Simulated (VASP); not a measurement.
# AlB3P4 (Pmm2) in VASP: further runs

Runs on AlB3P4. Level: PBE. Tasks: single point, relaxation of cell and atoms.

Everything below comes from runs of VASP 6.6.1. Logs are shortened: lines on timing, memory, paths and dates and some standing lists are left out, and cuts for length are marked.

## 1. The cell of the first run

The structure is orthorhombic, space group Pmm2 (No. 25). Conventional cell: a = 3.350 Å, b = 6.813 Å, c = 4.836 Å, α = 90.00°, β = 90.00°, γ = 90.00°. Within 3.0 Å of Al (site symmetry mm2) lie 4 P at 2.27 to 2.31 Å. B (site symmetry m) has 4 P at 2.01 to 2.04 Å within 2.7 Å. Within 2.6 Å of B (site symmetry mm2) lie 4 P at 1.97 to 2.03 Å. P (site symmetry m) has 3 B at 1.97 to 2.01 Å and 1 Al at 2.31 Å within 2.6 Å. Within 2.7 Å of P (site symmetry mm2) lie 4 B at 2.03 to 2.04 Å. P (site symmetry mm2) has 2 B at 2.03 Å and 2 Al at 2.27 Å within 2.7 Å.

## 2. Single point, PBE

Input file INCAR:

```
PREC = Accurate ; ENCUT = 520
EDIFF = 1E-7 ; ISMEAR = 0
SIGMA = 0.1 ; LREAL = F
LASPH = T ; NELM = 80
ALGO = Normal ; ISIF = 2
LWAVE = F ; LCHARG = T
GGA = PE ; LELF = T
LVHAR = T ; NBANDS = 26
```

Input file KPOINTS:

```
Automatic mesh
0
Gamma
  6 4 4
```

Input file POSCAR:

```
AlB3P4
1.0
    3.3502240653      0.0000000000      0.0000000000
    0.0000000000      6.8132989964      0.0000000000
    0.0000000000      0.0000000000      4.8364403497
Al B P
1 3 4
Direct
    0.5000000000      0.0000000000      0.5006528616
    0.0000000000      0.7316106239      0.0006695942
    0.5000000000      0.5000000000      0.5061702977
    0.0000000000      0.2683893761      0.0006695942
    0.5000000000      0.7203853378      0.7696742624
    0.0000000000      0.5000000000      0.2682992434
    0.5000000000      0.2796146622      0.7696742624
    0.0000000000      0.0000000000      0.1841898842
```

Potentials or basis: VASP PAW PBE potentials, release 64 (Al, B, P).

Started as:

```bash
> cat potpaw_PBE.64/Al/POTCAR potpaw_PBE.64/B/POTCAR potpaw_PBE.64/P/POTCAR > POTCAR
> mpirun -np 1 vasp_std > vasp.out
```

OUTCAR:

```text
PREC = Accurate
   ENCUT = 520
   EDIFF = 1E-7
   ISMEAR = 0
   LREAL = F
   LASPH = T
   NELM = 80
   ISIF = 2
   GGA = PE

 ion  position               nearest neighbor table
   1  0.500  0.000  0.501-   8 2.27   8 2.27   5 2.31   7 2.31
   2  0.000  0.732  0.001-   5 2.01   5 2.01   8 2.03   6 2.04
   3  0.500  0.500  0.506-   5 1.97   7 1.97   6 2.03   6 2.03
   4  0.000  0.268  0.001-   7 2.01   7 2.01   8 2.03   6 2.04
   5  0.500  0.720  0.770-   3 1.97   2 2.01   2 2.01   1 2.31
   6  0.000  0.500  0.268-   3 2.03   3 2.03   4 2.04   2 2.04
   7  0.500  0.280  0.770-   3 1.97   4 2.01   4 2.01   1 2.31
   8  0.000  0.000  0.184-   2 2.03   4 2.03   1 2.27   1 2.27

  LATTYP: Found a simple orthorhombic cell.
 ALAT       =     3.3502240653
 B/A-ratio  =     1.4436169807
 C/A-ratio  =     2.0336845726

  Lattice vectors:

 A1 = (  -3.3502240653,   0.0000000000,   0.0000000000)
 A2 = (   0.0000000000,   0.0000000000,   4.8364403497)
 A3 = (   0.0000000000,   6.8132989964,   0.0000000000)

Analysis of symmetry for initial positions (statically):
=====================================================================
 Subroutine PRICEL returns:
 Original cell was already a primitive cell.

 Routine SETGRP: Setting up the symmetry group for a
 simple orthorhombic supercell.

 Subroutine GETGRP returns: Found  4 space group operations
 (whereof  4 operations were pure point group operations)
 out of a pool of  8 trial point group operations.

The static configuration has the point symmetry C_2v.

Analysis of symmetry for dynamics (positions and initial velocities):
=====================================================================
 Subroutine PRICEL returns:
 Original cell was already a primitive cell.

 Routine SETGRP: Setting up the symmetry group for a
 simple orthorhombic supercell.

 Subroutine GETGRP returns: Found  4 space group operations
 (whereof  4 operations were pure point group operations)
 out of a pool of  8 trial point group operations.

The dynamic configuration has the point symmetry C_2v.

 Subroutine INISYM returns: Found  4 space group operations
 (whereof  4 operations are pure point group operations),
 and found     1 'primitive' translations

----------------------------------------------------------------------------------------

                                     Primitive cell

  volume of cell :     110.3970

  direct lattice vectors                    reciprocal lattice vectors
     3.350224065  0.000000000  0.000000000     0.298487498  0.000000000  0.000000000
     0.000000000  6.813298996  0.000000000     0.000000000  0.146771777  0.000000000
     0.000000000  0.000000000  4.836440350     0.000000000  0.000000000  0.206763638

  length of vectors
     3.350224065  6.813298996  4.836440350     0.298487498  0.146771777  0.206763638

  position of ions in fractional coordinates (direct lattice)
     0.500000000  0.000000000  0.500652862
     0.000000000  0.731610624  0.000669594
     0.500000000  0.500000000  0.506170298
     0.000000000  0.268389376  0.000669594
     0.500000000  0.720385338  0.769674262
     0.000000000  0.500000000  0.268299243
     0.500000000  0.279614662  0.769674262
     0.000000000  0.000000000  0.184189884

  ion indices of the primitive-cell ions
   primitive index   ion index
                 1           1
                 2           2
                 3           3
                 4           4
                 5           5
                 6           6
                 7           7
                 8           8

----------------------------------------------------------------------------------------

 KPOINTS: Automatic mesh

Automatic generation of k-mesh.
 Grid dimensions read from file:
 generate k-points for:    6    4    4

 Generating k-lattice:

  Cartesian coordinates                     Fractional coordinates (reciprocal lattice)
     0.049747916  0.000000000  0.000000000     0.166666667  0.000000000  0.000000000
     0.000000000  0.036692944  0.000000000     0.000000000  0.250000000  0.000000000
     0.000000000  0.000000000  0.051690909     0.000000000  0.000000000  0.250000000

  Length of vectors
     0.049747916  0.036692944  0.051690909

  Shift w.r.t. Gamma in fractional coordinates (k-lattice)
     0.000000000  0.000000000  0.000000000

 Subroutine IBZKPT returns following result:
 ===========================================

 Found     36 irreducible k-points:

 Following reciprocal coordinates:
            Coordinates               Weight
  0.000000  0.000000  0.000000      1.000000
  0.166667  0.000000  0.000000      2.000000
  0.333333  0.000000  0.000000      2.000000
  0.500000  0.000000  0.000000      1.000000
  0.000000  0.250000  0.000000      2.000000
  0.166667  0.250000  0.000000      4.000000
[... 16 lines left out ...]
  0.333333  0.500000  0.250000      4.000000
  0.500000  0.500000  0.250000      2.000000
 [... further k-points ...]
   k-points           NKPTS =     36   k-points in BZ     NKDIM =     36   number of bands    NBANDS=     26
   number of dos      NEDOS =    301   number of ions     NIONS =      8
   total plane-waves  NPLWV =  54432
   dimension x,y,z NGX =    28 NGY =   54 NGZ =   36
   dimension x,y,z NGXF=    56 NGYF=  108 NGZF=   72
   ions per type =               1   3   4
   NGX,Y,Z   is equivalent  to a cutoff of  13.89, 13.18, 12.37 a.u.
   NGXF,Y,Z  is equivalent  to a cutoff of  27.79, 26.35, 24.75 a.u.
 SYSTEM =  unknown system
   PREC   = accura    normal or accurate (medium, high low for compatibility)
   ISTART =      0    job   : 0-new  1-cont  2-samecut
   ICHARG =      2    charge: 1-file 2-atom 10-const
   ISPIN  =      1    spin polarized calculation?
   LNONCOLLINEAR =      F non collinear calculations
   LSORBIT =      F    spin-orbit coupling
   LASPH  =      T    aspherical Exc in radial PAW
   ENCUT  =  520.0 eV  38.22 Ry    6.18 a.u.   6.23 12.67  8.99*2*pi/ulx,y,z
   NELM   =     80;   NELMIN=  2; NELMDL= -5     # of ELM steps
   EDIFF  = 0.1E-06   stopping-criterion for ELM
   LREAL  =      F    real-space projection
   EDIFFG = 0.1E-05   stopping-criterion for IOM
   NSW    =      0    number of steps for IOM
   IBRION =     -1    ionic relax: 0-MD 1-quasi-New 2-CG
   NFREE  =      0    steps in history (QN), initial steepest desc. (CG)
   ISIF   =      2    stress and relaxation
   ISYM   =      2    0-nonsym 1-usesym 2-fastsym
   POTIM  = 0.5000    time-step for ionic-motion
   TEBEG  =    0.0;   TEEND  =   0.0 temperature during run
   PSTRESS=    0.0 pullay stress
   NELECT =      32.0000    total number of electrons
   NUPDOWN=      -1.0000    fix difference up-down
   EMIN   =  10.00;   EMAX   =-10.00  energy-range for DOS
   EFERMI =   0.00;   METHOD = LEGACY
   ISMEAR =     0;   SIGMA  =   0.10  broadening in eV -4-tet -1-fermi 0-gaus
   EFERMI_NEDOS =   21; number of points for ismear=-14 and -15
   IALGO  =     38    algorithm
   IMIX   =      4    mixing-type and parameters
     AMIX     =   0.40;   BMIX     =  1.00
     AMIX_MAG =   1.60;   BMIX_MAG =  1.00
  volume/ion in A,a.u.               =      13.80        93.12
  Fermi-wavevector in a.u.,A,eV,Ry     =   1.083442  2.047409 15.971160  1.173847
  Thomas-Fermi vector in A             =   2.219508
   LORBIT       =      0    0 simple, 1 ext, 2 COOP (PROOUT), +10 PAW based schemes
   GGA     = PE    functional components
   LHFCALC =     F    Hartree Fock is set to
   AEXX    =    0.0000 exact exchange contribution
   IVDW    =     0    specifies the selected vdW correction
   LEPSILON=     F    determine dielectric tensor
   LRPA    =     F    only Hartree local field effects (RPA)
 non-spin polarized calculation
 Gauss-broadening in eV      SIGMA  =   0.10
  energy-cutoff  :      520.00
  volume of cell :      110.40
 maximum number of plane-waves:      2988
 NGX is ok and might be reduce to    28
   NGX = 13   NGY = 25   NGZ = 17

 number of electron      32.0000000 magnetization

 Free energy of the ion-electron system (eV)
  ---------------------------------------------------
  ext. energy  EPLUGINS =         0.00000000
  ---------------------------------------------------
  free energy    TOTEN  =       -47.64645750 eV

  energy without entropy =      -47.64643372  energy(sigma->0) =      -47.64644561

 E-fermi :   7.4596     XC(G=0): -10.3702

 val. band max:        7.2342997263   @ k =   0.0000   0.5000   0.0000
 cond. band min:       7.6594927297   @ k =   0.0000   0.0000   0.0000
 fundamental gap:      0.4251930034
 Fermi energy:         7.4595803811

 k-point     1 :       0.0000    0.0000    0.0000
  band No.  band energies     occupation
      1      -7.8357      2.00000
      2      -5.4030      2.00000
      3      -5.1216      2.00000
      4      -3.7103      2.00000
      5      -1.3391      2.00000
      6       0.2896      2.00000
[... 18 lines left out ...]
     25      12.4763      0.00000
     26      12.7896      0.00000

 k-point     2 :       0.1667    0.0000    0.0000
  band No.  band energies     occupation
      1      -7.5369      2.00000
      2      -5.1200      2.00000
      3      -4.8539      2.00000
      4      -3.6562      2.00000
      5      -1.1722      2.00000
      6       0.2127      2.00000
[... 18 lines left out ...]
     25      11.9867      0.00000
     26      12.3197      0.00000

 k-point     3 :       0.3333    0.0000    0.0000
  band No.  band energies     occupation
      1      -6.6674      2.00000
      2      -4.3304      2.00000
      3      -4.1835      2.00000
      4      -4.0034      2.00000
      5      -0.8190      2.00000
      6      -0.6596      2.00000
[... 572 lines left out ...]
 k-point    23 :       0.3333    0.5000    0.2500
  band No.  band energies     occupation
      1      -6.0718      2.00000
      2      -5.3424      2.00000
      3      -4.3025      2.00000
      4      -3.5721      2.00000
      5      -1.2802      2.00000
      6      -0.0602      2.00000
[... 18 lines left out ...]
     25      13.0517      0.00000
     26      13.5326      0.00000

 k-point    24 :       0.5000    0.5000    0.2500
  band No.  band energies     occupation
      1      -5.0315      2.00000
      2      -4.7689      2.00000
      3      -4.3656      2.00000
      4      -3.9981      2.00000
      5      -1.1072      2.00000
      6      -0.8602      2.00000
[... 18 lines left out ...]
     25      12.5550      0.00000
     26      13.4539      0.00000

 [... further k-points ...]

------------------------ aborting loop because EDIFF is reached ----------------------------------------

  FORCE on cell =-STRESS in cart. coord.  units (eV):
  Direction    XX          YY          ZZ          XY          YZ          ZX
  --------------------------------------------------------------------------------------
  -------------------------------------------------------------------------------------
  Total       -0.1520060     -0.1243928     -0.1347107      0.0000000      0.0000000      0.0000000
  in kB       -2.2060441     -1.8052971     -1.9550396      0.0000000      0.0000000      0.0000000
  external PRESSURE =      -1.9887936 kB  Pullay stress =       0.0000000 kB

 VOLUME and BASIS-vectors are now :
 -----------------------------------------------------------------------------
  energy-cutoff  :      520.00
  volume of cell :      110.40
      direct lattice vectors                 reciprocal lattice vectors
     3.350224065  0.000000000  0.000000000     0.298487498  0.000000000  0.000000000
     0.000000000  6.813298996  0.000000000     0.000000000  0.146771777  0.000000000
     0.000000000  0.000000000  4.836440350     0.000000000  0.000000000  0.206763638

 POSITION                                       TOTAL-FORCE (eV/Angst)
 -----------------------------------------------------------------------------------
      1.67511      0.00000      2.42138         0.000000      0.000000     -0.000458
      0.00000      4.98468      0.00324         0.000000     -0.000503     -0.002993
      1.67511      3.40665      2.44806         0.000000      0.000000      0.008132
      0.00000      1.82862      0.00324         0.000000      0.000503     -0.002993
      1.67511      4.90820      3.72248        -0.000000     -0.001290     -0.004050
      0.00000      3.40665      1.29761         0.000000      0.000000     -0.002781
      1.67511      1.90510      3.72248         0.000000      0.001290     -0.004050
      0.00000      0.00000      0.89082         0.000000      0.000000      0.009193
 -----------------------------------------------------------------------------------
    total drift:                               -0.000000      0.000000      0.000149

  FREE ENERGIE OF THE ION-ELECTRON SYSTEM (eV)
  ---------------------------------------------------
  free  energy   TOTEN  =       -47.6464574953 eV

  energy  without entropy=      -47.6464337232  energy(sigma->0) =      -47.64644561
```

It took 3 min on 1 thread of AMD EPYC 7R13, shared host; peak memory 0.27 GiB.

Results:

```
Free energy            : -47.6465 eV
Pressure               : -0.2 GPa
Largest force          : 0.009 eV/Å
Band gap on the k mesh : 0.43 eV (least direct gap 0.43 eV)
```

Forces on the atoms (eV/Å):
```
Al   0.000  0.000  0.000
B    0.000 -0.001 -0.003
B    0.000  0.000  0.008
B    0.000  0.001 -0.003
P    0.000 -0.001 -0.004
P    0.000  0.000 -0.003
P    0.000  0.001 -0.004
P    0.000  0.000  0.009
```

Caveat: semilocal functionals underestimate gaps, and a narrow one can read as zero. A k mesh can miss the band edges.

## 3. Single point, PBE

This run uses another cell than the first one, of 14.86 Å³/atom.

Input file INCAR:

```
ALGO     = Normal         # electronic algorithm
EDIFF    = 1E-7           # SCF threshold, eV
ENCUT    = 520            # plane-wave cutoff, eV
GGA      = PE             # functional
ISIF     = 2              # what is computed and relaxed
ISMEAR   = 0              # smearing method
LASPH    = T              # aspherical terms in the spheres
LCHARG   = F              # write CHGCAR
LREAL    = F              # projectors in reciprocal space
LWAVE    = F              # write WAVECAR
NBANDS   = 26             # bands
NELM     = 80             # most SCF steps
PREC     = Accurate       # precision mode
SIGMA    = 0.1            # smearing width, eV
```

Input file KPOINTS:

```
k-points
0
Gamma
  6 4 4
```

Input file POSCAR:

```
AlB3P4
1.0
    3.4771288400      0.0000000000      0.0000000000
    0.0000000000      6.9542576700      0.0000000000
    0.0000000000      0.0000000000      4.9174027600
Al B P
1 3 4
Direct
    0.5000000000      0.0000000000      0.5000000000
    0.0000000000      0.7500000000      0.0000000000
    0.5000000000      0.5000000000      0.5000000000
    0.0000000000      0.2500000000      0.0000000000
    0.5000000000      0.7500000000      0.7500000000
    0.0000000000      0.5000000000      0.2500000000
    0.5000000000      0.2500000000      0.7500000000
    0.0000000000      0.0000000000      0.2500000000
```

Potentials or basis: VASP PAW PBE potentials, release 64 (Al, B, P).

Started as:

```bash
> cat potpaw_PBE.64/Al/POTCAR potpaw_PBE.64/B/POTCAR potpaw_PBE.64/P/POTCAR > POTCAR
> mpirun -np 1 vasp_std > vasp.out
```

Run time: 3.1 min. Hardware: 1 thread of AMD EPYC 7R13, shared host; peak memory 0.28 GiB.

The run converged. Its results:

| Property | Result |
| --- | --- |
| Free energy | -45.6450 eV |
| Pressure | -3.1 GPa |
| Largest force | 5.192 eV/Å |
| Band gap on the k mesh | 1.09 eV (least direct gap 1.53 eV) |

Forces in eV/Å, atoms in the order of the input:
```
Al   0.000  0.000 -0.249
B    0.000 -0.293  0.024
B    0.000  0.000  0.049
B    0.000  0.293  0.024
P    0.000 -3.864  2.635
P    0.000  0.000  0.074
P    0.000  3.864  2.635
P    0.000  0.000 -5.192
```

Stress tensor (GPa, compression positive):
```
-3.01  0.00  0.00
 0.00 -2.91  0.00
 0.00  0.00 -3.51
```

Levels at points of the mesh, in eV from the valence-band top:
| k point | band 13 | band 14 | band 15 | band 16 | band 17 | band 18 | band 19 | band 20 |
| --- | --- | --- | --- | --- | --- | --- | --- | --- |
| (0.00, 0.00, 0.00) | -1.38 | -0.16 | -0.01 | 0.00 | 1.53 | 1.63 | 3.08 | 3.10 |
| (0.50, 0.00, 0.00) | -3.28 | -3.12 | -1.70 | -1.39 | 1.09 | 1.48 | 1.60 | 1.90 |
| (0.00, 0.50, 0.00) | -1.87 | -1.73 | -0.47 | -0.26 | 1.99 | 2.23 | 3.45 | 3.63 |
| (0.50, 0.50, 0.00) | -3.25 | -3.22 | -2.98 | -2.96 | 2.28 | 2.37 | 2.99 | 3.23 |
| (0.00, 0.00, 0.50) | -1.56 | -1.41 | -1.40 | -1.16 | 1.73 | 1.89 | 2.14 | 3.11 |
| (0.50, 0.00, 0.50) | -1.56 | -1.47 | -1.35 | -1.25 | 2.11 | 3.14 | 3.87 | 4.10 |
| (0.00, 0.50, 0.50) | -1.91 | -1.88 | -1.86 | -1.38 | 2.90 | 2.90 | 3.16 | 3.41 |
| (0.50, 0.50, 0.50) | -2.62 | -2.42 | -2.41 | -2.29 | 3.42 | 3.58 | 4.07 | 4.12 |

Caveat: the cell stands under tension; forces of over 1 eV/Å act on the atoms, so gaps and moduli don't describe the material at rest.

[end of part 1 of 2]
